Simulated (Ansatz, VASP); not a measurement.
# PbF2 in VASP and in Ansatz

```
Pb F
1.0
     0.00000    2.42819    2.42819
     2.42819    0.00000    2.42819
     2.42819    2.42819    0.00000
Pb F
1 2
Direct
  0.00000 0.00000 0.00000
  0.25000 0.25000 0.25000
  0.75000 0.75000 0.75000
```

Alike in both runs: functional PBE; k mesh 8 × 8 × 8; occupations fermi-dirac, width 0.03 eV; no spin polarisation.

Ansatz relaxed the structure, and its values are those at the end. VASP's run is a single point on that final structure, the one shown.

```csv
,VASP,Ansatz
version,VASP 6.6.1,Ansatz 0.2.0
potentials or method,"VASP PAW PBE potentials, release 64 (Pb_d, F)","PAW with Ansatz's default frozen-core files, scalar-relativistic"
plane-wave cutoff (eV),520,420
valence electrons in the cell,28,28
```

VASP gave:

| Quantity | Value |
| --- | --- |
| gap on the k mesh at the Fermi level (eV) | 2.76 |

Question: Estimate Ansatz's values.

Answer: gap on the k mesh at the Fermi level (eV): 2.77.

Ansatz's warnings: stress scf threshold loose.

Neither program's run includes spin-orbit coupling.
